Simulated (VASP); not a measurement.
# Al2Cu (P4/mmm) in VASP: further runs

Runs on Al2Cu. Level: PBEsol. Tasks: single point.

Program: VASP 6.6.1. These are calculated values, not measurements. Logs are shortened: lines on timing, memory, paths and dates and some standing lists are left out, and cuts for length are marked.

## Step 1: The cell of the first run

The structure is tetragonal, space group P4/mmm (No. 123). The conventional cell has a = 4.207 Å, b = 4.207 Å, c = 2.846 Å, α = 90.00°, β = 90.00°, γ = 90.00°. Al (site symmetry mmm) has 4 Cu at 2.54 Å and 6 Al at 2.85 to 2.97 Å within 3.4 Å. Cu (site symmetry 4/mmm) has 8 Al at 2.54 Å and 2 Cu at 2.85 Å within 3.4 Å.

## Step 2: Single point, PBEsol (strain +0.030 along x and y, +0.000 along z)

File INCAR:

```
PREC = Accurate
ENCUT = 520
EDIFF = 1E-7
ISMEAR = 0
SIGMA = 0.15
LREAL = False
LASPH = True
NELM = 100
ALGO = Fast
ISIF = 2
LWAVE = False
LCHARG = True
GGA = PS
LELF = True
LVHAR = True
NBANDS = 16
```

File KPOINTS:

```
regular mesh
0
Gamma
  12 12 16
```

File POSCAR:

```
Al2Cu
1.0
    4.2066973624      0.0000000000      0.0000000000
    0.0000000000      4.2066973624      0.0000000000
    0.0000000000      0.0000000000      2.8463947513
Al Cu
2 1
Direct
    0.5000000000      0.0000000000      0.5000000000
    0.0000000000      0.5000000000      0.5000000000
    0.0000000000      0.0000000000      0.0000000000
```

Potentials or basis: VASP PAW PBE potentials, release 64 (Al, Cu).

On the command line:

```sh
$ cat potpaw_PBE.64/Al/POTCAR potpaw_PBE.64/Cu/POTCAR > POTCAR
$ mpirun -np 1 vasp_std > vasp.out
```

OUTCAR:

```text
PREC = Accurate
   ENCUT = 520
   EDIFF = 1E-7
   ISMEAR = 0
   LREAL = False
   LASPH = True
   NELM = 100
   ISIF = 2
   GGA = PS

 ion  position               nearest neighbor table
   1  0.500  0.000  0.500-   3 2.54   3 2.54   3 2.54   3 2.54   2 2.97   2 2.97   2 2.97   2 2.97

   2  0.000  0.500  0.500-   3 2.54   3 2.54   3 2.54   3 2.54   1 2.97   1 2.97   1 2.97   1 2.97

   3  0.000  0.000  0.000-   1 2.54   2 2.54   1 2.54   2 2.54   2 2.54   2 2.54   1 2.54   1 2.54

  LATTYP: Found a simple tetragonal cell.
 ALAT       =     4.2066973624
 C/A-ratio  =     0.6766340685

  Lattice vectors:

 A1 = (   4.2066973624,   0.0000000000,   0.0000000000)
 A2 = (   0.0000000000,   4.2066973624,   0.0000000000)
 A3 = (   0.0000000000,   0.0000000000,   2.8463947513)

Analysis of symmetry for initial positions (statically):
=====================================================================
 Subroutine PRICEL returns:
 Original cell was already a primitive cell.

 Routine SETGRP: Setting up the symmetry group for a
 simple tetragonal supercell.

 Subroutine GETGRP returns: Found 16 space group operations
 (whereof 16 operations were pure point group operations)
 out of a pool of 16 trial point group operations.

The static configuration has the point symmetry D_4h.

Analysis of symmetry for dynamics (positions and initial velocities):
=====================================================================
 Subroutine PRICEL returns:
 Original cell was already a primitive cell.

 Routine SETGRP: Setting up the symmetry group for a
 simple tetragonal supercell.

 Subroutine GETGRP returns: Found 16 space group operations
 (whereof 16 operations were pure point group operations)
 out of a pool of 16 trial point group operations.

The dynamic configuration has the point symmetry D_4h.

 Subroutine INISYM returns: Found 16 space group operations
 (whereof 16 operations are pure point group operations),
 and found     1 'primitive' translations

----------------------------------------------------------------------------------------

                                     Primitive cell

  volume of cell :      50.3707

  direct lattice vectors                    reciprocal lattice vectors
     4.206697362  0.000000000  0.000000000     0.237716173  0.000000000  0.000000000
     0.000000000  4.206697362  0.000000000     0.000000000  0.237716173  0.000000000
     0.000000000  0.000000000  2.846394751     0.000000000  0.000000000  0.351321615

  length of vectors
     4.206697362  4.206697362  2.846394751     0.237716173  0.237716173  0.351321615

  position of ions in fractional coordinates (direct lattice)
     0.500000000  0.000000000  0.500000000
     0.000000000  0.500000000  0.500000000
     0.000000000  0.000000000  0.000000000

  ion indices of the primitive-cell ions
   primitive index   ion index
                 1           1
                 2           2
                 3           3

----------------------------------------------------------------------------------------

 KPOINTS: regular mesh

Automatic generation of k-mesh.
 Grid dimensions read from file:
 generate k-points for:   12   12   16

 Generating k-lattice:

  Cartesian coordinates                     Fractional coordinates (reciprocal lattice)
     0.019809681  0.000000000  0.000000000     0.083333333  0.000000000  0.000000000
     0.000000000  0.019809681  0.000000000     0.000000000  0.083333333  0.000000000
     0.000000000  0.000000000  0.021957601     0.000000000  0.000000000  0.062500000

  Length of vectors
     0.019809681  0.019809681  0.021957601

  Shift w.r.t. Gamma in fractional coordinates (k-lattice)
     0.000000000  0.000000000  0.000000000

 Subroutine IBZKPT returns following result:
 ===========================================

 Found    252 irreducible k-points:

 Following reciprocal coordinates:
            Coordinates               Weight
  0.000000  0.000000  0.000000      1.000000
  0.083333  0.000000  0.000000      4.000000
  0.166667  0.000000  0.000000      4.000000
  0.250000  0.000000  0.000000      4.000000
  0.333333  0.000000  0.000000      4.000000
  0.416667  0.000000  0.000000      4.000000
[... 16 lines left out ...]
  0.333333  0.333333  0.000000      4.000000
  0.416667  0.333333  0.000000      8.000000
 [... further k-points ...]
   k-points           NKPTS =    252   k-points in BZ     NKDIM =    252   number of bands    NBANDS=     16
   number of dos      NEDOS =    301   number of ions     NIONS =      3
   total plane-waves  NPLWV =  24576
   dimension x,y,z NGX =    32 NGY =   32 NGZ =   24
   dimension x,y,z NGXF=    64 NGYF=   64 NGZF=   48
   ions per type =               2   1
   NGX,Y,Z   is equivalent  to a cutoff of  12.65, 12.65, 14.02 a.u.
   NGXF,Y,Z  is equivalent  to a cutoff of  25.29, 25.29, 28.03 a.u.
 SYSTEM =  unknown system
   PREC   = accura    normal or accurate (medium, high low for compatibility)
   ISTART =      0    job   : 0-new  1-cont  2-samecut
   ICHARG =      2    charge: 1-file 2-atom 10-const
   ISPIN  =      1    spin polarized calculation?
   LNONCOLLINEAR =      F non collinear calculations
   LSORBIT =      F    spin-orbit coupling
   LASPH  =      T    aspherical Exc in radial PAW
   ENCUT  =  520.0 eV  38.22 Ry    6.18 a.u.   7.82  7.82  5.29*2*pi/ulx,y,z
   NELM   =    100;   NELMIN=  2; NELMDL= -5     # of ELM steps
   EDIFF  = 0.1E-06   stopping-criterion for ELM
   LREAL  =      F    real-space projection
   EDIFFG = 0.1E-05   stopping-criterion for IOM
   NSW    =      0    number of steps for IOM
   IBRION =     -1    ionic relax: 0-MD 1-quasi-New 2-CG
   NFREE  =      0    steps in history (QN), initial steepest desc. (CG)
   ISIF   =      2    stress and relaxation
   ISYM   =      2    0-nonsym 1-usesym 2-fastsym
   POTIM  = 0.5000    time-step for ionic-motion
   TEBEG  =    0.0;   TEEND  =   0.0 temperature during run
   PSTRESS=    0.0 pullay stress
   NELECT =      17.0000    total number of electrons
   NUPDOWN=      -1.0000    fix difference up-down
   EMIN   =  10.00;   EMAX   =-10.00  energy-range for DOS
   EFERMI =   0.00;   METHOD = LEGACY
   ISMEAR =     0;   SIGMA  =   0.15  broadening in eV -4-tet -1-fermi 0-gaus
   EFERMI_NEDOS =   21; number of points for ismear=-14 and -15
   IALGO  =     68    algorithm
   IMIX   =      4    mixing-type and parameters
     AMIX     =   0.40;   BMIX     =  1.00
     AMIX_MAG =   1.60;   BMIX_MAG =  1.00
  volume/ion in A,a.u.               =      16.79       113.31
  Fermi-wavevector in a.u.,A,eV,Ry     =   1.139809  2.153926 17.676193  1.299164
  Thomas-Fermi vector in A             =   2.276512
   LORBIT       =      0    0 simple, 1 ext, 2 COOP (PROOUT), +10 PAW based schemes
   GGA     = PS    functional components
   LHFCALC =     F    Hartree Fock is set to
   AEXX    =    0.0000 exact exchange contribution
   IVDW    =     0    specifies the selected vdW correction
   LEPSILON=     F    determine dielectric tensor
   LRPA    =     F    only Hartree local field effects (RPA)
 non-spin polarized calculation
 RMM-DIIS sequential band-by-band and
 Gauss-broadening in eV      SIGMA  =   0.15
  energy-cutoff  :      520.00
  volume of cell :       50.37
 maximum number of plane-waves:      1395
 NGX is ok and might be reduce to    32
   NGX = 15   NGY = 15   NGZ = 11

 number of electron      17.0000013 magnetization

 Free energy of the ion-electron system (eV)
  ---------------------------------------------------
  ext. energy  EPLUGINS =         0.00000000
  ---------------------------------------------------
  free energy    TOTEN  =       -12.52661669 eV

  energy without entropy =      -12.51621816  energy(sigma->0) =      -12.52141743

 E-fermi :   6.7260     XC(G=0): -10.3470

 val. band max:        6.7094733074   @ k =   0.4167   0.0833   0.3125
 cond. band min:       6.7527096099   @ k =   0.3333   0.2500   0.2500
 fundamental gap:      0.0432363025
 Fermi energy:         6.7259912652

 k-point     1 :       0.0000    0.0000    0.0000
  band No.  band energies     occupation
      1      -3.5889      2.00000
      2       1.3517      2.00000
      3       1.9530      2.00000
      4       2.5856      2.00000
      5       2.8485      2.00000
      6       2.8485      2.00000
[... 8 lines left out ...]
     15      13.9143      0.00000
     16      18.8645      0.00000

 k-point     2 :       0.0833    0.0000    0.0000
  band No.  band energies     occupation
      1      -3.5334      2.00000
      2       1.3151      2.00000
      3       1.9385      2.00000
      4       2.5680      2.00000
      5       2.8469      2.00000
      6       2.8487      2.00000
[... 8 lines left out ...]
     15      14.3141      0.00000
     16      19.0462      0.00000

 k-point     3 :       0.1667    0.0000    0.0000
  band No.  band energies     occupation
      1      -3.3684      2.00000
      2       1.1486      2.00000
      3       1.8986      2.00000
      4       2.5238      2.00000
      5       2.8427      2.00000
      6       2.8494      2.00000
[... 8 lines left out ...]
     15      15.6429      0.00000
     16      18.6375      0.00000

 k-point     4 :       0.2500    0.0000    0.0000
  band No.  band energies     occupation
      1      -3.0998      2.00000
      2       0.7279      2.00000
      3       1.8621      2.00000
      4       2.4709      2.00000
      5       2.7377      2.00000
      6       2.8370      2.00000
[... 8 lines left out ...]
     15      17.1093      0.00000
     16      17.9712      0.00000

 k-point     5 :       0.3333    0.0000    0.0000
  band No.  band energies     occupation
      1      -2.7431      2.00000
      2       0.1055      2.00000
      3       1.8540      2.00000
      4       2.4245      2.00000
      5       2.5583      2.00000
      6       2.8312      2.00000
[... 8 lines left out ...]
     15      17.2894      0.00000
     16      18.6834      0.00000

 k-point     6 :       0.4167    0.0000    0.0000
  band No.  band energies     occupation
      1      -2.3494      2.00000
      2      -0.5044      2.00000
      3       1.8603      2.00000
      4       2.3937      2.00000
      5       2.4974      2.00000
      6       2.8270      2.00000
[... 8 lines left out ...]
     15      16.7203      0.00000
     16      18.2098      0.00000

 k-point     7 :       0.5000    0.0000    0.0000
  band No.  band energies     occupation
      1      -2.1250      2.00000
      2      -0.8082      2.00000
      3       1.8641      2.00000
      4       2.3830      2.00000
      5       2.4831      2.00000
      6       2.8255      2.00000
[... 8 lines left out ...]
     15      16.4694      0.00000
     16      17.7602      0.00000

 k-point     8 :       0.0833    0.0833    0.0000
  band No.  band energies     occupation
      1      -3.4778      2.00000
      2       1.2869      2.00000
      3       1.9210      2.00000
      4       2.5470      2.00000
      5       2.8471      2.00000
      6       2.8473      2.00000
[... 8 lines left out ...]
     15      15.1654      0.00000
     16      19.1997      0.00000

 k-point     9 :       0.1667    0.0833    0.0000
  band No.  band energies     occupation
      1      -3.3127      2.00000
      2       1.1463      2.00000
      3       1.8721      2.00000
      4       2.4948      2.00000
      5       2.8430      2.00000
      6       2.8479      2.00000
[... 8 lines left out ...]
     15      16.0934      0.00000
     16      18.6093      0.00000
[... 172 lines left out ...]
 k-point    19 :       0.2500    0.2500    0.0000
  band No.  band energies     occupation
      1      -2.6064      2.00000
      2       0.8048      2.00000
      3       1.4832      2.00000
      4       2.2770      2.00000
      5       2.8365      2.00000
      6       2.8386      2.00000
[... 8 lines left out ...]
     15      17.7611      0.00000
     16      17.9467      0.00000

 k-point    20 :       0.3333    0.2500    0.0000
  band No.  band energies     occupation
      1      -2.2444      2.00000
      2       0.4317      2.00000
      3       1.4421      2.00000
      4       2.2118      2.00000
      5       2.6363      2.00000
      6       2.8335      2.00000
[... 8 lines left out ...]
     15      17.5568      0.00000
     16      18.3288      0.00000

 k-point    21 :       0.4167    0.2500    0.0000
  band No.  band energies     occupation
      1      -1.8385      2.00000
      2      -0.1226      2.00000
      3       1.5535      2.00000
      4       2.1526      2.00000
      5       2.5185      2.00000
      6       2.8295      2.00000
[... 8 lines left out ...]
     15      17.0439      0.00000
     16      18.0197      0.00000

 k-point    22 :       0.5000    0.2500    0.0000
  band No.  band energies     occupation
      1      -1.5983      2.00000
      2      -0.4279      2.00000
      3       1.6172      2.00000
      4       2.1204      2.00000
      5       2.4837      2.00000
      6       2.8280      2.00000
[... 8 lines left out ...]
     15      16.7845      0.00000
     16      17.5435      0.00000

 k-point    23 :       0.3333    0.3333    0.0000
  band No.  band energies     occupation
      1      -1.8765      2.00000
      2       0.5086      2.00000
      3       1.0868      2.00000
      4       2.1054      2.00000
      5       2.5989      2.00000
      6       2.8344      2.00000
[... 8 lines left out ...]
     15      17.5709      0.00000
     16      18.3182      0.00000

 k-point    24 :       0.4167    0.3333    0.0000
  band No.  band energies     occupation
      1      -1.4578      2.00000
      2       0.1328      2.00000
      3       1.1264      2.00000
      4       1.9763      2.00000
      5       2.5114      2.00000
      6       2.8150      2.00000
[... 8 lines left out ...]
     15      17.2457      0.00000
     16      17.7079      0.00000

 [... further k-points ...]
[... 5 lines left out ...]
  --------------------------------------------------------------------------------------
  -------------------------------------------------------------------------------------
  Total       -1.7491238     -1.7491238     -1.1787989      0.0000000      0.0000000      0.0000000
  in kB      -55.6356877    -55.6356877    -37.4949363      0.0000000      0.0000000      0.0000000
  external PRESSURE =     -49.5887706 kB  Pullay stress =       0.0000000 kB

 VOLUME and BASIS-vectors are now :
 -----------------------------------------------------------------------------
  energy-cutoff  :      520.00
  volume of cell :       50.37
      direct lattice vectors                 reciprocal lattice vectors
     4.206697362  0.000000000  0.000000000     0.237716173  0.000000000  0.000000000
     0.000000000  4.206697362  0.000000000     0.000000000  0.237716173  0.000000000
     0.000000000  0.000000000  2.846394751     0.000000000  0.000000000  0.351321615

 POSITION                                       TOTAL-FORCE (eV/Angst)
 -----------------------------------------------------------------------------------
      2.10335      0.00000      1.42320         0.000000      0.000000      0.000000
      0.00000      2.10335      1.42320         0.000000      0.000000      0.000000
      0.00000      0.00000      0.00000         0.000000      0.000000      0.000000
 -----------------------------------------------------------------------------------
    total drift:                                0.000000      0.000000      0.000000

  FREE ENERGIE OF THE ION-ELECTRON SYSTEM (eV)
  ---------------------------------------------------
  free  energy   TOTEN  =       -12.5266166922 eV

  energy  without entropy=      -12.5162181589  energy(sigma->0) =      -12.52141743
```

Run time: 1.9 min. Hardware: 1 thread of Intel Xeon 6975P-C (Granite Rapids), shared host; peak memory 0.31 GiB.

What came out:

| Property | Result |
| --- | --- |
| Free energy | -12.5266 eV |
| Pressure | -5.0 GPa |

Stress tensor (GPa, compression positive):
```
-5.56  0.00  0.00
 0.00 -5.56  0.00
 0.00  0.00 -3.75
```

Levels at points of the mesh, in eV from the Fermi level:
| k point | band 6 | band 7 | band 8 | band 9 | band 10 | band 11 | band 12 | band 13 |
| --- | --- | --- | --- | --- | --- | --- | --- | --- |
| (0.00, 0.00, 0.00) | -3.88 | -2.46 | -2.46 | -0.49 | 0.74 | 5.58 | 5.58 | 6.72 |
| (0.50, 0.00, 0.00) | -3.90 | -3.87 | -1.24 | 1.37 | 1.45 | 1.48 | 7.93 | 8.03 |
| (0.50, 0.50, 0.00) | -4.15 | -3.90 | -3.90 | -2.37 | 8.34 | 8.34 | 9.04 | 9.23 |
| (0.00, 0.00, 0.50) | -3.95 | -2.80 | 2.15 | 2.59 | 2.59 | 2.71 | 2.71 | 3.24 |
| (0.50, 0.00, 0.50) | -4.02 | -2.93 | -2.27 | -1.51 | 3.70 | 3.85 | 4.34 | 4.69 |
| (0.50, 0.50, 0.50) | -3.22 | -2.23 | -2.23 | -0.68 | -0.57 | -0.04 | -0.04 | 2.46 |

Caveat: the cell differs from its parent crystal (strain +0.030 along x and y, +0.000 along z); the PAW data sets were made with another functional, which shifts forces and pressure a little.

## Step 3: Single point, PBEsol (strain +0.015 along x and y, +0.030 along z)

File INCAR:

```
SYSTEM = Al2Cu
ALGO = Fast ; EDIFF = 1E-7
ENCUT = 520 ; GGA = PS
ISIF = 2 ; ISMEAR = 0
LASPH = .TRUE. ; LCHARG = .TRUE.
LELF = .TRUE. ; LREAL = .FALSE.
LVHAR = .TRUE. ; LWAVE = .FALSE.
NBANDS = 16 ; NELM = 80
PREC = Accurate ; SIGMA = 0.15
```

File KPOINTS:

```
k-points
0
G
  12 12 16
  0 0 0
```

File POSCAR:

```
Al2Cu
1.0
    4.1454347794      0.0000000000      0.0000000000
    0.0000000000      4.1454347794      0.0000000000
    0.0000000000      0.0000000000      2.9317865938
Al Cu
2 1
Direct
    0.5000000000      0.0000000000      0.5000000000
    0.0000000000      0.5000000000      0.5000000000
    0.0000000000      0.0000000000      0.0000000000
```

Potentials or basis: VASP PAW PBE potentials, release 64 (Al, Cu).

On the command line:

```sh
$ cat potpaw_PBE.64/Al/POTCAR potpaw_PBE.64/Cu/POTCAR > POTCAR
$ mpirun -np 1 vasp_std > vasp.out
```

Run time: 99 s. Hardware: 1 thread of Intel Xeon 6975P-C (Granite Rapids), shared host; peak memory 0.3 GiB.

The run converged. Its results:

| Item | Value |
| --- | --- |
| Free energy | -12.5249 eV |
| Pressure | -5.0 GPa |

Stress tensor (GPa, compression positive):
```
-4.38  0.00  0.00
 0.00 -4.38  0.00
 0.00  0.00 -6.19
```

Levels at points of the mesh, in eV from the Fermi level:
| k point | band 5 | band 6 | band 7 | band 8 | band 9 | band 10 | band 11 | band 12 | band 13 | band 14 |
| --- | --- | --- | --- | --- | --- | --- | --- | --- | --- | --- |
| (0.00, 0.00, 0.00) | -3.87 | -3.87 | -2.21 | -2.21 | -0.10 | 0.97 | 5.75 | 6.11 | 6.11 | 7.06 |
| (0.50, 0.00, 0.00) | -4.11 | -3.91 | -3.87 | -0.92 | 1.62 | 1.80 | 1.89 | 7.12 | 8.35 | 8.92 |
| (0.50, 0.50, 0.00) | -4.16 | -4.00 | -3.90 | -3.90 | -2.29 | 8.53 | 8.53 | 9.07 | 9.68 | 9.79 |
| (0.00, 0.00, 0.50) | -4.55 | -3.87 | -2.90 | 2.48 | 2.48 | 2.52 | 2.83 | 2.83 | 3.17 | 3.37 |
| (0.50, 0.00, 0.50) | -3.95 | -3.93 | -2.88 | -2.40 | -1.66 | 3.63 | 4.03 | 4.28 | 4.78 | 5.89 |
| (0.50, 0.50, 0.50) | -3.73 | -3.34 | -2.11 | -2.11 | -0.85 | -0.82 | -0.14 | -0.14 | 2.48 | 11.32 |

Caveat: the cell differs from its parent crystal (strain +0.015 along x and y, +0.030 along z); the PAW data sets were made with another functional, which shifts forces and pressure a little.

(Continued in part 2 of 2.)
